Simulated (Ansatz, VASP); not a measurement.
**Two plane-wave programs on NiO**

File INCAR:

```
SYSTEM = NiO
  PREC = Accurate
  ENCUT = 520
  EDIFF = 1E-6
  ISMEAR = 0
  SIGMA = 0.15
  LREAL = .FALSE.
  LASPH = .TRUE.
  NELM = 150
  ALGO = Normal
  ISIF = 2
  LWAVE = .FALSE.
  LCHARG = .FALSE.
  ISPIN = 2
  MAGMOM = 1.14 1.14 1.14 1.14 0.2 0.2 0.2 0.2
  LORBIT = 11
  LMAXMIX = 4
  GGA = PS
  NBANDS = 46
  KPAR = 4
```

File KPOINTS:

```
Automatic mesh
0
G
  14 14 14
  0 0 0
```

The input POSCAR:

```
NiO
1.0
    4.1161142752      0.0000000000      0.0000000000
    0.0000000000     -4.1161142752      0.0000000000
    0.0000000000      0.0000000000     -4.1161142752
Ni O
4 4
Direct
    0.0000000000      1.0000000000      1.0000000000
    0.5000000000      0.5000000000      1.0000000000
    0.5000000000      1.0000000000      0.5000000000
    0.0000000000      0.5000000000      0.5000000000
    0.5000000000      0.0000000000      0.0000000000
    0.0000000000      0.5000000000      0.0000000000
    0.0000000000      0.0000000000      0.5000000000
    0.5000000000      0.5000000000      0.5000000000
```

Input for Ansatz:

```yaml
crystal:
  lattice:
    - [4.1161142752, 0.0, 0.0]
    - [0.0, -4.1161142752, 0.0]
    - [0.0, 0.0, -4.1161142752]
  atoms:
    - { symbol: Ni, position: [0.0, 1.0, 1.0], spin: 1.14 }
    - { symbol: Ni, position: [0.5, 0.5, 1.0], spin: 1.14 }
    - { symbol: Ni, position: [0.5, 1.0, 0.5], spin: 1.14 }
    - { symbol: Ni, position: [0.0, 0.5, 0.5], spin: 1.14 }
    - { symbol: O, position: [0.5, 0.0, 0.0], spin: 0.2 }
    - { symbol: O, position: [0.0, 0.5, 0.0], spin: 0.2 }
    - { symbol: O, position: [0.0, 0.0, 0.5], spin: 0.2 }
    - { symbol: O, position: [0.5, 0.5, 0.5], spin: 0.2 }
basis:
  ecutwfc: 420
kpoints:
  mp_grid: { grid: [14, 14, 14] }
hamiltonian:
  xc: pbesol
scf:
  occupations: { method: gaussian, width: 0.15 }
output:
  forces: true
  stress: true
  eigenvalues: true
  populations: true
  write_density: true
  write_potential: true
  elf: true
  volumetric_format: npy
magnetization:
  spin_polarized: true
```

Alike in both runs: task single point; functional PBEsol; k mesh 14 × 14 × 14; occupations gaussian, width 0.15 eV; collinear spin.

|  | VASP | Ansatz |
| --- | --- | --- |
| version | VASP 6.6.1 | Ansatz 0.2.0 |
| potentials or method | VASP PAW PBE potentials, release 64 (Ni, O), cutoff 520 eV | scalar-relativistic, plane waves, PAW |
| valence electrons in the cell | 64 | 96 |

Ansatz gave:

| Property | Result |
| --- | --- |
| gap on the k mesh at the Fermi level (eV) | none |
| pressure (GPa) | -0.1 |
| net moment per atom (μB) | 0.62 |
| size of the moment on the site where the two differ most (μB) | 1.01 |

**Question.** Estimate VASP's values.

**Answer.** gap on the k mesh at the Fermi level (eV): none; pressure (GPa): -0.7; net moment per atom (μB): 0.56; size of the moment on the site where the two differ most (μB): 0.94.

VASP's potentials were made for PBE, not for PBEsol. Site moments also hang on the region over which each program counts them. A gap of «none» marks a metal or a gap that the smearing closes. The functional is the same, so the differences come from potentials, cutoffs and numerics. VASP's potentials hold 64 valence electrons a cell and Ansatz's 96, so a difference there can come from the potentials and not from the codes.
